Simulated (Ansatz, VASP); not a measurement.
**One calculation of Ir, two programs**

File INCAR:

```
SYSTEM = Ir
PREC = Accurate ; ENCUT = 520
EDIFF = 1E-6 ; ISMEAR = 1
SIGMA = 0.1 ; LREAL = .False.
LASPH = .True. ; NELM = 60
ALGO = Normal ; ISIF = 2
LWAVE = .False. ; LCHARG = .False.
GGA = PS ; NBANDS = 16
```

KPOINTS

```
Automatic mesh
0
Gamma
  12 12 7
  0 0 0
```

The input POSCAR:

```
Ir
1.0
    2.7964904636      0.0000000000      0.0000000000
   -1.3982452369      2.4218317848      0.0000000000
    0.0000000000      0.0000000000      4.5354552991
Ir
2
Direct
    0.6666666667      0.3333333333      0.7500000000
    0.3333333333      0.6666666667      0.2500000000
```

Input for Ansatz:

```yaml
crystal:
  lattice:
    - [2.796490463616939, 0.0, 0.0]
    - [-1.3982452368904512, 2.4218317848126847, 0.0]
    - [0.0, 0.0, 4.535455299051353]
  atoms:
    - { symbol: Ir, position: [0.6666666666666666, 0.3333333333333333, 0.75] }
    - { symbol: Ir, position: [0.3333333333333333, 0.6666666666666666, 0.25] }
basis:
  ecutwfc: 500.0
kpoints:
  mp_grid:
    grid: [12, 12, 7]
hamiltonian:
  xc: pbesol
  pseudopotentials:
    kind: paw
scf:
  occupations:
    method: cold
    width: 0.1
output:
  stress: true
```

Alike in both runs: task single point; functional PBEsol; k mesh 12 × 12 × 7; no spin polarisation.

|  | VASP | Ansatz |
| --- | --- | --- |
| version | VASP 6.6.1 | Ansatz 0.2.0 |
| potentials or method | VASP PAW PBE potentials, release 64 (Ir), cutoff 520 eV | plane waves, PAW |
| occupations | methfessel-paxton of order 1, width 0.1 eV | cold, width 0.1 eV |
| valence electrons in the cell | 18 | 34 |

Ansatz gave:

| Property | Result |
| --- | --- |
| pressure (GPa) | -26.3 |
| traceless stress, the component that is largest in VASP (GPa) | 0.65 |

Task: What did VASP give for the same quantities?

Result: Pressure (GPa): -25.8; traceless stress, the component that is largest in VASP (GPa): 0.75.

VASP's potentials were made for PBE, not for PBEsol. VASP's potentials hold 18 valence electrons a cell and Ansatz's 34, so a difference there can come from the potentials and not from the codes.

Spin-orbit coupling is off throughout.
